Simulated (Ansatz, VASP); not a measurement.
## One calculation of Mg, two programs

Contents of INCAR:

```
SYSTEM = Mg
ALGO = Fast
EDIFF = 1E-6
ENCUT = 520
GGA = PS
ISIF = 2
ISMEAR = 0
LASPH = .TRUE.
LCHARG = .FALSE.
LREAL = Auto
LWAVE = .FALSE.
NBANDS = 60
NELM = 100
PREC = Accurate
SIGMA = 0.1
```

The input KPOINTS:

```
k-points
0
G
  3 3 3
  0 0 0
```

Contents of POSCAR:

```
Mg
1.0
    4.7830887055     -8.2845526725      0.0000000000
    4.7830887206      8.2845526638      0.0000000000
    0.0000000000      0.0000000000     10.2175098346
Mg
36
Direct
    0.5555555556      0.1111111111      0.1250000000
    0.5555555556      0.1111111111      0.6250000000
    0.2222222222      0.1111111111      0.1250000000
    0.2222222222      0.1111111111      0.6250000000
    0.8888888889      0.1111111111      0.1250000000
    0.8888888889      0.1111111111      0.6250000000
    0.5555555556      0.4444444444      0.1250000000
    0.5555555556      0.4444444444      0.6250000000
    0.2222222222      0.4444444444      0.1250000000
    0.2222222222      0.4444444444      0.6250000000
    0.8888888889      0.4444444444      0.1250000000
    0.8888888889      0.4444444444      0.6250000000
    0.5555555556      0.7777777778      0.1250000000
    0.5555555556      0.7777777778      0.6250000000
    0.2222222222      0.7777777778      0.1250000000
    0.2222222222      0.7777777778      0.6250000000
    0.8888888889      0.7777777778      0.1250000000
    0.8888888889      0.7777777778      0.6250000000
    0.7777777778      0.2222222222      0.3750000000
    0.7777777778      0.2222222222      0.8750000000
    0.4444444444      0.2222222222      0.3750000000
    0.4444444444      0.2222222222      0.8750000000
    0.1111111111      0.2222222222      0.3750000000
    0.1111111111      0.2222222222      0.8750000000
    0.7777777778      0.5555555556      0.3750000000
    0.7777777778      0.5555555556      0.8750000000
    0.4444444444      0.5555555556      0.3750000000
    0.4444444444      0.5555555556      0.8750000000
    0.1111111111      0.5555555556      0.3750000000
    0.1111111111      0.5555555556      0.8750000000
    0.7777777778      0.8888888889      0.3750000000
    0.7777777778      0.8888888889      0.8750000000
    0.4444444444      0.8888888889      0.3750000000
    0.4444444444      0.8888888889      0.8750000000
    0.1111111111      0.8888888889      0.3750000000
    0.1111111111      0.8888888889      0.8750000000
```

Input for Ansatz:

```yaml
crystal:
  lattice:
    - [4.7830887055, -8.2845526725, 0.0]
    - [4.7830887206, 8.2845526638, 0.0]
    - [0.0, 0.0, 10.2175098346]
  atoms:
    - { symbol: Mg, position: [0.5555555556, 0.1111111111, 0.125] }
    - { symbol: Mg, position: [0.5555555556, 0.1111111111, 0.625] }
    - { symbol: Mg, position: [0.2222222222, 0.1111111111, 0.125] }
    - { symbol: Mg, position: [0.2222222222, 0.1111111111, 0.625] }
    - { symbol: Mg, position: [0.8888888889, 0.1111111111, 0.125] }
    - { symbol: Mg, position: [0.8888888889, 0.1111111111, 0.625] }
    - { symbol: Mg, position: [0.5555555556, 0.4444444444, 0.125] }
    - { symbol: Mg, position: [0.5555555556, 0.4444444444, 0.625] }
    - { symbol: Mg, position: [0.2222222222, 0.4444444444, 0.125] }
    - { symbol: Mg, position: [0.2222222222, 0.4444444444, 0.625] }
    - { symbol: Mg, position: [0.8888888889, 0.4444444444, 0.125] }
    - { symbol: Mg, position: [0.8888888889, 0.4444444444, 0.625] }
    - { symbol: Mg, position: [0.5555555556, 0.7777777778, 0.125] }
    - { symbol: Mg, position: [0.5555555556, 0.7777777778, 0.625] }
    - { symbol: Mg, position: [0.2222222222, 0.7777777778, 0.125] }
    - { symbol: Mg, position: [0.2222222222, 0.7777777778, 0.625] }
    - { symbol: Mg, position: [0.8888888889, 0.7777777778, 0.125] }
    - { symbol: Mg, position: [0.8888888889, 0.7777777778, 0.625] }
    - { symbol: Mg, position: [0.7777777778, 0.2222222222, 0.375] }
    - { symbol: Mg, position: [0.7777777778, 0.2222222222, 0.875] }
    - { symbol: Mg, position: [0.4444444444, 0.2222222222, 0.375] }
    - { symbol: Mg, position: [0.4444444444, 0.2222222222, 0.875] }
    - { symbol: Mg, position: [0.1111111111, 0.2222222222, 0.375] }
    - { symbol: Mg, position: [0.1111111111, 0.2222222222, 0.875] }
    - { symbol: Mg, position: [0.7777777778, 0.5555555556, 0.375] }
    - { symbol: Mg, position: [0.7777777778, 0.5555555556, 0.875] }
    - { symbol: Mg, position: [0.4444444444, 0.5555555556, 0.375] }
    - { symbol: Mg, position: [0.4444444444, 0.5555555556, 0.875] }
    - { symbol: Mg, position: [0.1111111111, 0.5555555556, 0.375] }
    - { symbol: Mg, position: [0.1111111111, 0.5555555556, 0.875] }
    - { symbol: Mg, position: [0.7777777778, 0.8888888889, 0.375] }
    - { symbol: Mg, position: [0.7777777778, 0.8888888889, 0.875] }
    - { symbol: Mg, position: [0.4444444444, 0.8888888889, 0.375] }
    - { symbol: Mg, position: [0.4444444444, 0.8888888889, 0.875] }
    - { symbol: Mg, position: [0.1111111111, 0.8888888889, 0.375] }
    - { symbol: Mg, position: [0.1111111111, 0.8888888889, 0.875] }
basis:
  ecutwfc: 420
  xc_grid: 2
kpoints:
  mp_grid: { grid: [3, 3, 3], shift: [0.0, 0.0, 0.0] }
hamiltonian:
  xc: pbesol
scf:
  occupations: { method: gaussian, width: 0.1 }
output:
  forces: true
  stress: true
  eigenvalues: true
```

Alike in both runs: task single point; functional PBEsol; k mesh 3 × 3 × 3; occupations gaussian, width 0.1 eV; no spin polarisation.

|  | VASP | Ansatz |
| --- | --- | --- |
| version | VASP 6.6.1 | Ansatz 0.2.0 |
| potentials or method | VASP PAW PBE potentials, release 64 (Mg), cutoff 520 eV | scalar-relativistic, plane waves, PAW |
| valence electrons in the cell | 72 | 360 |

|  | VASP | Ansatz | Ansatz less VASP |
| --- | --- | --- | --- |
| gap on the k mesh at the Fermi level (eV) | none | none | - |
| pressure (GPa) | 0.1 | 0.1 | +0.04 |

VASP's potentials were made for PBE, not for PBEsol. A gap of «none» marks a metal or a gap that the smearing closes. VASP's potentials hold 72 valence electrons a cell and Ansatz's 360, so a difference there can come from the potentials and not from the codes.
